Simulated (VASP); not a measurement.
# C (P6_3/mmc) in VASP: single point with LDA

Aim: the single point of C with LDA.

Program: VASP 6.6.1. These are calculated values, not measurements. Logs are shortened: lines on timing, memory, paths and dates and some standing lists are left out, and cuts for length are marked.

### Step 1. The cell of the first run

It takes space group P6_3/mmc (No. 194, hexagonal). The conventional cell has a = 2.483 Å, b = 2.483 Å, c = 4.136 Å, α = 90.00°, β = 90.00°, γ = 120.00°. C (site symmetry 3m) has 4 C at 1.53 to 1.55 Å within 2.0 Å.

### Step 2. Single point, LDA

Contents of INCAR:

```
SYSTEM = C
ALGO = Normal
EDIFF = 1E-6
ENCUT = 1300
GGA = CA
GGA_COMPAT = .False.
ISIF = 2
ISMEAR = -1
LASPH = .True.
LCHARG = .False.
LREAL = .False.
LWAVE = .False.
NBANDS = 16
NELM = 120
PREC = Accurate
SIGMA = 0.02
```

Contents of KPOINTS:

```
k-points
0
Gamma
  12 12 6
  0 0 0
```

Contents of POSCAR:

```
C
1.0
    2.4832777945      0.0000000000      0.0000000000
   -1.2416388973      2.1505816547      0.0000000000
    0.0000000000      0.0000000000      4.1363419675
C
4
Direct
    0.3333333333      0.6666666667      0.0003343809
    0.6666666667      0.3333333333      0.5003343809
    0.3333333333      0.6666666667      0.3746656191
    0.6666666667      0.3333333333      0.8746656191
```

Potentials or basis: VASP PAW LDA potentials, release 64 (C_h).

Started as:

```console
$ cat potpaw_LDA.64/C_h/POTCAR > POTCAR
$ mpirun -np 1 vasp_std > vasp.out
```

OUTCAR:

```text
SYSTEM = C
   EDIFF = 1E-6
   ENCUT = 1300
   GGA = CA
   ISIF = 2
   ISMEAR = -1
   LASPH = .True.
   LREAL = .False.
   NELM = 120
   PREC = Accurate

 ion  position               nearest neighbor table
   1  0.333  0.667  0.000-
   2  0.667  0.333  0.500-
   3  0.333  0.667  0.375-
   4  0.667  0.333  0.875-

  LATTYP: Found a hexagonal cell.
 ALAT       =     2.4832777945
 C/A-ratio  =     1.6656783130

  Lattice vectors:

 A1 = (   2.4832777945,   0.0000000000,   0.0000000000)
 A2 = (  -1.2416388973,   2.1505816547,   0.0000000000)
 A3 = (   0.0000000000,   0.0000000000,   4.1363419675)

Analysis of symmetry for initial positions (statically):
=====================================================================
 Subroutine PRICEL returns:
 Original cell was already a primitive cell.

 Routine SETGRP: Setting up the symmetry group for a
 hexagonal supercell.

 Subroutine GETGRP returns: Found 24 space group operations
 (whereof  6 operations were pure point group operations)
 out of a pool of 24 trial point group operations.

The static configuration has the point symmetry C_3v.
 The point group associated with its full space group is D_6h.

Analysis of symmetry for dynamics (positions and initial velocities):
=====================================================================
 Subroutine PRICEL returns:
 Original cell was already a primitive cell.

 Routine SETGRP: Setting up the symmetry group for a
 hexagonal supercell.

 Subroutine GETGRP returns: Found 24 space group operations
 (whereof  6 operations were pure point group operations)
 out of a pool of 24 trial point group operations.

The dynamic configuration has the point symmetry C_3v.
 The point group associated with its full space group is D_6h.

 Subroutine INISYM returns: Found 24 space group operations
 (whereof  6 operations are pure point group operations),
 and found     1 'primitive' translations

----------------------------------------------------------------------------------------

                                     Primitive cell

  volume of cell :      22.0901

  direct lattice vectors                    reciprocal lattice vectors
     2.483277795  0.000000000  0.000000000     0.402693570  0.232495241  0.000000000
    -1.241638897  2.150581655  0.000000000     0.000000000  0.464990482  0.000000000
     0.000000000  0.000000000  4.136341967     0.000000000  0.000000000  0.241759508

  length of vectors
     2.483277795  2.483277795  4.136341967     0.464990482  0.464990482  0.241759508

  position of ions in fractional coordinates (direct lattice)
     0.333333333  0.666666667  0.000334381
     0.666666667  0.333333333  0.500334381
     0.333333333  0.666666667  0.374665619
     0.666666667  0.333333333  0.874665619

  ion indices of the primitive-cell ions
   primitive index   ion index
                 1           1
                 2           2
                 3           3
                 4           4

----------------------------------------------------------------------------------------

 KPOINTS: k-points

Automatic generation of k-mesh.
 Grid dimensions read from file:
 generate k-points for:   12   12    6

 Generating k-lattice:

  Cartesian coordinates                     Fractional coordinates (reciprocal lattice)
     0.033557797  0.019374603  0.000000000     0.083333333 -0.000000000  0.000000000
     0.000000000  0.038749207  0.000000000     0.000000000  0.083333333  0.000000000
     0.000000000  0.000000000  0.040293251     0.000000000  0.000000000  0.166666667

  Length of vectors
     0.038749207  0.038749207  0.040293251

  Shift w.r.t. Gamma in fractional coordinates (k-lattice)
     0.000000000  0.000000000  0.000000000

 Subroutine IBZKPT returns following result:
 ===========================================

 Found     76 irreducible k-points:

 Following reciprocal coordinates:
            Coordinates               Weight
  0.000000  0.000000  0.000000      1.000000
  0.083333  0.000000  0.000000      6.000000
  0.166667  0.000000  0.000000      6.000000
  0.250000  0.000000  0.000000      6.000000
  0.333333  0.000000  0.000000      6.000000
  0.416667 -0.000000  0.000000      6.000000
[... 16 lines left out ...]
  0.250000  0.000000  0.166667     12.000000
  0.333333  0.000000  0.166667     12.000000
 [... further k-points ...]
   k-points           NKPTS =     76   k-points in BZ     NKDIM =     76   number of bands    NBANDS=     16
   number of dos      NEDOS =    301   number of ions     NIONS =      4
   total plane-waves  NPLWV =  45000
   dimension x,y,z NGX =    30 NGY =   30 NGZ =   50
   dimension x,y,z NGXF=    60 NGYF=   60 NGZF=  100
   ions per type =               4
   NGX,Y,Z   is equivalent  to a cutoff of  20.08, 20.08, 20.10 a.u.
   NGXF,Y,Z  is equivalent  to a cutoff of  40.17, 40.17, 40.19 a.u.
 SYSTEM =  C
   PREC   = accura    normal or accurate (medium, high low for compatibility)
   ISTART =      0    job   : 0-new  1-cont  2-samecut
   ICHARG =      2    charge: 1-file 2-atom 10-const
   ISPIN  =      1    spin polarized calculation?
   LNONCOLLINEAR =      F non collinear calculations
   LSORBIT =      F    spin-orbit coupling
   LASPH  =      T    aspherical Exc in radial PAW
   ENCUT  = 1300.0 eV  95.55 Ry    9.77 a.u.   7.30  7.30 12.16*2*pi/ulx,y,z
   NELM   =    120;   NELMIN=  2; NELMDL= -5     # of ELM steps
   EDIFF  = 0.1E-05   stopping-criterion for ELM
   LREAL  =      F    real-space projection
   EDIFFG = 0.1E-04   stopping-criterion for IOM
   NSW    =      0    number of steps for IOM
   IBRION =     -1    ionic relax: 0-MD 1-quasi-New 2-CG
   NFREE  =      0    steps in history (QN), initial steepest desc. (CG)
   ISIF   =      2    stress and relaxation
   ISYM   =      2    0-nonsym 1-usesym 2-fastsym
   POTIM  = 0.5000    time-step for ionic-motion
   TEBEG  =    0.0;   TEEND  =   0.0 temperature during run
   PSTRESS=    0.0 pullay stress
   NELECT =      16.0000    total number of electrons
   NUPDOWN=      -1.0000    fix difference up-down
   EMIN   =  10.00;   EMAX   =-10.00  energy-range for DOS
   EFERMI =   0.00;   METHOD = LEGACY
   ISMEAR =    -1;   SIGMA  =   0.02  broadening in eV -4-tet -1-fermi 0-gaus
   EFERMI_NEDOS =   21; number of points for ismear=-14 and -15
   IALGO  =     38    algorithm
   IMIX   =      4    mixing-type and parameters
     AMIX     =   0.40;   BMIX     =  1.00
     AMIX_MAG =   1.60;   BMIX_MAG =  1.00
  volume/ion in A,a.u.               =       5.52        37.27
  Fermi-wavevector in a.u.,A,eV,Ry     =   1.470220  2.778313 29.409622  2.161546
  Thomas-Fermi vector in A             =   2.585503
   LORBIT       =      0    0 simple, 1 ext, 2 COOP (PROOUT), +10 PAW based schemes
   GGA     = CA    functional components
   LHFCALC =     F    Hartree Fock is set to
   AEXX    =    0.0000 exact exchange contribution
   IVDW    =     0    specifies the selected vdW correction
   LEPSILON=     F    determine dielectric tensor
   LRPA    =     F    only Hartree local field effects (RPA)
 non-spin polarized calculation
  energy-cutoff  :     1300.00
  volume of cell :       22.09
 maximum number of plane-waves:      2382
 NGX is ok and might be reduce to    30
   NGX = 15   NGY = 15   NGZ = 25

 number of electron      16.0000000 magnetization

 Free energy of the ion-electron system (eV)
  ---------------------------------------------------
  ext. energy  EPLUGINS =         0.00000000
  ---------------------------------------------------
  free energy    TOTEN  =       -40.43438797 eV

  energy without entropy =      -40.43438797  energy(sigma->0) =      -40.43438797

 E-fermi :  12.0063     XC(G=0): -13.7770

 val. band max:       11.5966852439   @ k =   0.0000   0.0000   0.0000
 cond. band min:      14.6081429610   @ k =   0.3333   0.3333   0.0000
 fundamental gap:      3.0114577170
 Fermi energy:        12.0062675769

 k-point     1 :       0.0000    0.0000    0.0000
  band No.  band energies     occupation
      1     -10.4090      2.00000
      2      -4.6310      2.00000
      3      -2.4058      2.00000
      4       8.4463      2.00000
      5       8.4463      2.00000
      6      11.0751      2.00000
[... 8 lines left out ...]
     15      26.6299      0.00000
     16      29.2744      0.00000

 k-point     2 :       0.0833    0.0000    0.0000
  band No.  band energies     occupation
      1     -10.2334      2.00000
      2      -4.4745      2.00000
      3      -2.2386      2.00000
      4       7.5899      2.00000
      5       8.0799      2.00000
      6      10.8154      2.00000
[... 8 lines left out ...]
     15      26.7978      0.00000
     16      28.7985      0.00000

 k-point     3 :       0.1667    0.0000    0.0000
  band No.  band energies     occupation
      1      -9.7083      2.00000
      2      -4.0064      2.00000
      3      -1.7468      2.00000
      4       5.5663      2.00000
      5       7.2469      2.00000
      6       9.1601      2.00000
[... 8 lines left out ...]
     15      26.7006      0.00000
     16      27.2978      0.00000

 k-point     4 :       0.2500    0.0000    0.0000
  band No.  band energies     occupation
      1      -8.8402      2.00000
      2      -3.2314      2.00000
      3      -0.9754      2.00000
      4       3.1462      2.00000
      5       6.3472      2.00000
      6       7.0707      2.00000
[... 8 lines left out ...]
     15      26.3926      0.00000
     16      27.4245      0.00000

 k-point     5 :       0.3333    0.0000    0.0000
  band No.  band energies     occupation
      1      -7.6446      2.00000
      2      -2.1606      2.00000
      3      -0.3018      2.00000
      4       1.0493      2.00000
      5       4.9191      2.00000
      6       5.6087      2.00000
[... 8 lines left out ...]
     15      26.6933      0.00000
     16      28.0462      0.00000

 k-point     6 :       0.4167   -0.0000    0.0000
  band No.  band energies     occupation
      1      -6.1727      2.00000
      2      -1.8965      2.00000
      3      -0.8271      2.00000
      4       1.5093      2.00000
      5       2.8895      2.00000
      6       5.1362      2.00000
[... 8 lines left out ...]
     15      27.9107      0.00000
     16      29.6150      0.00000
[... 267 lines left out ...]
 k-point    21 :       0.0833    0.0000    0.1667
  band No.  band energies     occupation
      1     -10.0431      2.00000
      2      -5.6698      2.00000
      3      -0.7257      2.00000
      4       7.7431      2.00000
      5       8.2328      2.00000
      6       9.7239      2.00000
[... 8 lines left out ...]
     15      26.8276      0.00000
     16      28.7629      0.00000

 k-point    22 :       0.1667    0.0000    0.1667
  band No.  band energies     occupation
      1      -9.5189      2.00000
      2      -5.1777      2.00000
      3      -0.2732      2.00000
      4       5.7295      2.00000
      5       7.4050      2.00000
      6       8.6253      2.00000
[... 8 lines left out ...]
     15      26.9319      0.00000
     16      27.1863      0.00000

 k-point    23 :       0.2500    0.0000    0.1667
  band No.  band energies     occupation
      1      -8.6522      2.00000
      2      -4.3670      2.00000
      3       0.4161      2.00000
      4       3.3408      2.00000
      5       6.4972      2.00000
      6       6.5092      2.00000
[... 8 lines left out ...]
     15      25.6202      0.00000
     16      27.5505      0.00000

 k-point    24 :       0.3333    0.0000    0.1667
  band No.  band energies     occupation
      1      -7.4589      2.00000
      2      -3.2591      2.00000
      3       0.4114      2.00000
      4       1.8432      2.00000
      5       4.2956      2.00000
      6       5.7733      2.00000
[... 8 lines left out ...]
     15      26.2426      0.00000
     16      28.8249      0.00000

 [... further k-points ...]

------------------------ aborting loop because EDIFF is reached ----------------------------------------

  FORCE on cell =-STRESS in cart. coord.  units (eV):
  Direction    XX          YY          ZZ          XY          YZ          ZX
  --------------------------------------------------------------------------------------
  -------------------------------------------------------------------------------------
  Total        0.1254117      0.1254117      0.1202139     -0.0000000      0.0000000      0.0000000
  in kB        9.0960102      9.0960102      8.7190159     -0.0000000      0.0000000      0.0000000
  external PRESSURE =       8.9703455 kB  Pullay stress =       0.0000000 kB

 VOLUME and BASIS-vectors are now :
 -----------------------------------------------------------------------------
  energy-cutoff  :     1300.00
  volume of cell :       22.09
      direct lattice vectors                 reciprocal lattice vectors
     2.483277795  0.000000000  0.000000000     0.402693570  0.232495241  0.000000000
    -1.241638897  2.150581655  0.000000000     0.000000000  0.464990482  0.000000000
     0.000000000  0.000000000  4.136341967     0.000000000  0.000000000  0.241759508

 POSITION                                       TOTAL-FORCE (eV/Angst)
 -----------------------------------------------------------------------------------
     -0.00000      1.43372      0.00138        -0.000000      0.000000     -0.000296
      1.24164      0.71686      2.06955         0.000000     -0.000000     -0.000296
     -0.00000      1.43372      1.54975        -0.000000      0.000000      0.000296
      1.24164      0.71686      3.61792         0.000000     -0.000000      0.000296
 -----------------------------------------------------------------------------------
    total drift:                               -0.000000      0.000000      0.000005

  FREE ENERGIE OF THE ION-ELECTRON SYSTEM (eV)
  ---------------------------------------------------
  free  energy   TOTEN  =       -40.4343879730 eV

  energy  without entropy=      -40.4343879730  energy(sigma->0) =      -40.43438797
```

Wall time 72 s (1 thread of Intel Xeon Platinum 8124M at 3.00GHz (Skylake/Cascade Lake), shared host); peak memory 0.21 GiB.

Results:

| Property | Result |
| --- | --- |
| Free energy | -40.4344 eV |
| Pressure | 0.9 GPa |
| Band gap on the k mesh | 3.01 eV (least direct gap 4.97 eV) |

Levels at points of the mesh, in eV from the valence-band top:
| k point | band 6 | band 7 | band 8 | band 9 | band 10 | band 11 |
| --- | --- | --- | --- | --- | --- | --- |
| (0.00, 0.00, 0.00) | -0.52 | 0.00 | 0.00 | 4.97 | 4.97 | 5.35 |
| (0.50, 0.00, 0.00) | -6.62 | -6.16 | -3.21 | 4.53 | 7.93 | 8.32 |
| (0.00, 0.00, 0.50) | -1.89 | -1.89 | -1.89 | 7.29 | 7.29 | 7.29 |
| (0.50, 0.00, 0.50) | -5.23 | -4.92 | -4.92 | 5.93 | 5.93 | 6.63 |

A k mesh can miss the band edges.
